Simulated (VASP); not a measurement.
# Ge in VASP: single point with PBE+D3(BJ)

Aim: the single point of Ge with PBE+D3(BJ).

Everything below comes from runs of VASP 6.6.1. Logs are shortened: lines on timing, memory, paths and dates and some standing lists are left out, and cuts for length are marked.

## 1. The cell of the first run

The cell holds a slab with vacuum, 4 atoms: a = 4.030 Å, b = 4.030 Å, c = 18.113 Å, α = 90.00°, β = 90.00°, γ = 120.00°.

## 2. Single point, PBE+D3(BJ)

The input, INCAR:

```
SYSTEM = Ge
PREC     = Accurate       ! precision mode
ENCUT    = 520            ! plane-wave cutoff, eV
EDIFF    = 1E-6           ! SCF threshold, eV
ISMEAR   = 0              ! smearing method
SIGMA    = 0.1            ! smearing width, eV
LREAL    = .FALSE.        ! projectors in reciprocal space
LASPH    = .TRUE.         ! aspherical terms in the spheres
NELM     = 100            ! most SCF steps
ALGO     = Normal         ! electronic algorithm
ISIF     = 2              ! what is computed and relaxed
LWAVE    = .FALSE.        ! write WAVECAR
LCHARG   = .TRUE.         ! write CHGCAR
LDIPOL   = .TRUE.       
IDIPOL   = 3            
DIPOL    = 0.5 0.5 0.503
GGA      = PE             ! functional
IVDW     = 12             ! dispersion correction
LELF     = .TRUE.         ! ELF
LVHAR    = .TRUE.       
LVACPOTAV= .TRUE.       
NBANDS   = 36             ! bands
```

The input, KPOINTS:

```
Automatic mesh
0
G
  9 9 1
  0 0 0
```

The input, POSCAR:

```
Ge
1.0
    4.0303587907      0.0000000000      0.0000000000
   -2.0151793953      3.4903930991      0.0000000000
    0.0000000000      0.0000000000     18.1134677156
Ge
4
Direct
    0.3333333333      0.6666666667      0.3864527825
    0.0000000000      0.0000000000      0.4318716695
    0.0000000000      0.0000000000      0.5761809793
    0.6666666667      0.3333333333      0.6182368705
```

Potentials or basis: VASP PAW PBE potentials, release 64 (Ge_d).

On the command line:

```sh
cat potpaw_PBE.64/Ge_d/POTCAR > POTCAR
mpirun -np 1 vasp_std > vasp.out
```

OUTCAR:

```text
SYSTEM = Ge
   PREC = Accurate
   ENCUT = 520
   EDIFF = 1E-6
   ISMEAR = 0
   LREAL = .FALSE.
   LASPH = .TRUE.
   NELM = 100
   ISIF = 2
   GGA = PE
   IVDW = 12
 IVDW          = 12

 ion  position               nearest neighbor table
   1  0.333  0.667  0.386-   2 2.47   2 2.47   2 2.47
   2  0.000  0.000  0.432-   1 2.47   1 2.47   1 2.47   3 2.61
   3  0.000  0.000  0.576-   4 2.45   4 2.45   4 2.45   2 2.61
   4  0.667  0.333  0.618-   3 2.45   3 2.45   3 2.45

  LATTYP: Found a hexagonal cell.
 ALAT       =     4.0303587907
 C/A-ratio  =     4.4942568779

  Lattice vectors:

 A1 = (   4.0303587907,   0.0000000000,   0.0000000000)
 A2 = (  -2.0151793953,   3.4903930991,   0.0000000000)
 A3 = (   0.0000000000,   0.0000000000,  18.1134677156)

Analysis of symmetry for initial positions (statically):
=====================================================================
 Subroutine PRICEL returns:
 Original cell was already a primitive cell.

 Routine SETGRP: Setting up the symmetry group for a
 hexagonal supercell.

 Subroutine GETGRP returns: Found  6 space group operations
 (whereof  6 operations were pure point group operations)
 out of a pool of 24 trial point group operations.

The static configuration has the point symmetry C_3v.

Analysis of symmetry for dynamics (positions and initial velocities):
=====================================================================
 Subroutine PRICEL returns:
 Original cell was already a primitive cell.

 Routine SETGRP: Setting up the symmetry group for a
 hexagonal supercell.

 Subroutine GETGRP returns: Found  6 space group operations
 (whereof  6 operations were pure point group operations)
 out of a pool of 24 trial point group operations.

The dynamic configuration has the point symmetry C_3v.

 Subroutine INISYM returns: Found  6 space group operations
 (whereof  6 operations are pure point group operations),
 and found     1 'primitive' translations

----------------------------------------------------------------------------------------

                                     Primitive cell

  volume of cell :     254.8119

  direct lattice vectors                    reciprocal lattice vectors
     4.030358791  0.000000000  0.000000000     0.248116868  0.143250341  0.000000000
[... 80 lines left out ...]
   NSW    =      0    number of steps for IOM
   IBRION =     -1    ionic relax: 0-MD 1-quasi-New 2-CG
   NFREE  =      0    steps in history (QN), initial steepest desc. (CG)
   ISIF   =      2    stress and relaxation
   ISYM   =      2    0-nonsym 1-usesym 2-fastsym
   POTIM  = 0.5000    time-step for ionic-motion
   TEBEG  =    0.0;   TEEND  =   0.0 temperature during run
   PSTRESS=    0.0 pullay stress
   NELECT =      56.0000    total number of electrons
   NUPDOWN=      -1.0000    fix difference up-down
   EMIN   =  10.00;   EMAX   =-10.00  energy-range for DOS
   EFERMI =   0.00;   METHOD = LEGACY
   ISMEAR =     0;   SIGMA  =   0.10  broadening in eV -4-tet -1-fermi 0-gaus
   EFERMI_NEDOS =   21; number of points for ismear=-14 and -15
   IALGO  =     38    algorithm
   IMIX   =      4    mixing-type and parameters
     AMIX     =   0.40;   BMIX     =  1.00
     AMIX_MAG =   1.60;   BMIX_MAG =  1.00
  volume/ion in A,a.u.               =      63.70       429.89
  Fermi-wavevector in a.u.,A,eV,Ry     =   0.987941  1.866938 13.279656  0.976027
  Thomas-Fermi vector in A             =   2.119431
   LORBIT       =      0    0 simple, 1 ext, 2 COOP (PROOUT), +10 PAW based schemes
   GGA     = PE    functional components
   LHFCALC =     F    Hartree Fock is set to
   AEXX    =    0.0000 exact exchange contribution
   IVDW    =    12    specifies the selected vdW correction
   LEPSILON=     F    determine dielectric tensor
   LRPA    =     F    only Hartree local field effects (RPA)
 non-spin polarized calculation
 Gauss-broadening in eV      SIGMA  =   0.10
  energy-cutoff  :      520.00
  volume of cell :      254.81
 maximum number of plane-waves:      6919
 NGX is ok and might be reduce to    30
   NGX = 15   NGY = 15   NGZ = 67

 dipolmoment           0.000000      0.000000      0.056721 electrons x Angstroem

 number of electron      56.0000024 magnetization

 dipolmoment           0.000000      0.000000     -0.004863 electrons x Angstroem

 Free energy of the ion-electron system (eV)
  ---------------------------------------------------
  ext. energy  EPLUGINS =         0.00000000
  ---------------------------------------------------
  free energy    TOTEN  =       -16.57988618 eV

  energy without entropy =      -16.57743490  energy(sigma->0) =      -16.57866054

 E-fermi :  -1.3359     XC(G=0):  -4.3826

 val. band max:       -1.4221649587   @ k =   0.3333   0.3333   0.0000
 cond. band min:      -1.2799177507   @ k =   0.0000   0.0000   0.0000
 fundamental gap:      0.1422472080
 Fermi energy:        -1.3359026535

 k-point     1 :       0.0000    0.0000    0.0000
  band No.  band energies     occupation
      1     -25.7795      2.00000
      2     -25.7795      2.00000
      3     -25.7683      2.00000
      4     -25.7252      2.00000
      5     -25.7252      2.00000
      6     -25.6720      2.00000
[... 457 lines left out ...]
     35       5.1112      0.00000
     36       5.4901      0.00000

------------------------ aborting loop because EDIFF is reached ----------------------------------------

 Edisp (eV)   -0.85984

 E8    (eV) :    -0.4022

  FORCE on cell =-STRESS in cart. coord.  units (eV):
  Direction    XX          YY          ZZ          XY          YZ          ZX
  --------------------------------------------------------------------------------------
  -------------------------------------------------------------------------------------
  Total      -0.33262    -0.33262    -0.10826    -0.00000     0.00000     0.00000
  in kB      -2.09141    -2.09141    -0.68071    -0.00000     0.00000     0.00000
  external pressure =       -1.62 kB  Pullay stress =        0.00 kB

 VOLUME and BASIS-vectors are now :
 -----------------------------------------------------------------------------
  energy-cutoff  :      520.00
  volume of cell :      254.81
      direct lattice vectors                 reciprocal lattice vectors
     4.030358791  0.000000000  0.000000000     0.248116868  0.143250341  0.000000000
    -2.015179395  3.490393099  0.000000000     0.000000000  0.286500681  0.000000000
     0.000000000  0.000000000 18.113467716     0.000000000  0.000000000  0.055207540

 POSITION                                       TOTAL-FORCE (eV/Angst)
 -----------------------------------------------------------------------------------
     -0.00000      2.32693      7.00000         0.000000     -0.000000      0.207125
      0.00000      0.00000      7.82269         0.000000     -0.000000     -0.241048
      0.00000      0.00000     10.43664        -0.000000     -0.000000      0.016944
      2.01518      1.16346     11.19841        -0.000000      0.000000      0.016978
 -----------------------------------------------------------------------------------
    total drift:                               -0.000000     -0.000001     -0.001515

  FREE ENERGIE OF THE ION-ELECTRON SYSTEM (eV)
  ---------------------------------------------------
  free  energy   TOTEN  =       -17.4397284490 eV

  energy  without entropy=      -17.4372771704  energy(sigma->0) =      -17.43850281

 vacuum level on the upper side and lower side of the slab         3.219         3.282
```

stdout:

```text
POSCAR found type information on POSCAR Ge
 POSCAR found :  1 types and       4 ions
 scaLAPACK will be used
 LDA part: xc-table for (Slater+PW92), standard interpolation
 POSCAR, INCAR and KPOINTS ok, starting setup
 FFT: planning ... GRIDC
 FFT: planning ... GRID_SOFT
 FFT: planning ... GRID
 WAVECAR not read
 entering main loop
 -----------------------------------------------------------------------------
|                                                                             |
|           W    W    AA    RRRRR   N    N  II  N    N   GGGG   !!!           |
|           W    W   A  A   R    R  NN   N  II  NN   N  G    G  !!!           |
|           W    W  A    A  R    R  N N  N  II  N N  N  G       !!!           |
|           W WW W  AAAAAA  RRRRR   N  N N  II  N  N N  G  GGG   !            |
|           WW  WW  A    A  R   R   N   NN  II  N   NN  G    G                |
|           W    W  A    A  R    R  N    N  II  N    N   GGGG   !!!           |
|                                                                             |
|     Did not find any points to average over, which means that no vacuum     |
|     field-free region was found. Please increase the size of  your cell     |
|     in the dimension of the dipole correction to obtain accurate            |
|     workfunction values.                                                    |
|                                                                             |
 -----------------------------------------------------------------------------
```

It took 99 s on 1 thread of Intel Xeon 6975P-C (Granite Rapids), shared host; peak memory 0.37 GiB.

What came out:

```
Free energy                : -17.4397 eV
Largest force              : 0.241 eV/Å
Band gap on the k mesh     : zero (band 28 reaches -1.28 eV, above the bottom of band 29 at -1.42 eV)
Dispersion energy per atom : -0.215 eV
```

Forces in eV/Å, atoms in the order of the input:
```
Ge   0.000  0.000  0.207
Ge   0.000  0.000 -0.241
Ge   0.000  0.000  0.017
Ge   0.000  0.000  0.017
```

Levels at points of the mesh, in eV from the Fermi level:
| k point | band 24 | band 25 | band 26 | band 27 | band 28 | band 29 | band 30 | band 31 | band 32 | band 33 |
| --- | --- | --- | --- | --- | --- | --- | --- | --- | --- | --- |
| (0.00, 0.00, 0.00) | -2.20 | -0.55 | -0.55 | 0.06 | 0.06 | 0.65 | 1.17 | 1.68 | 3.70 | 3.70 |
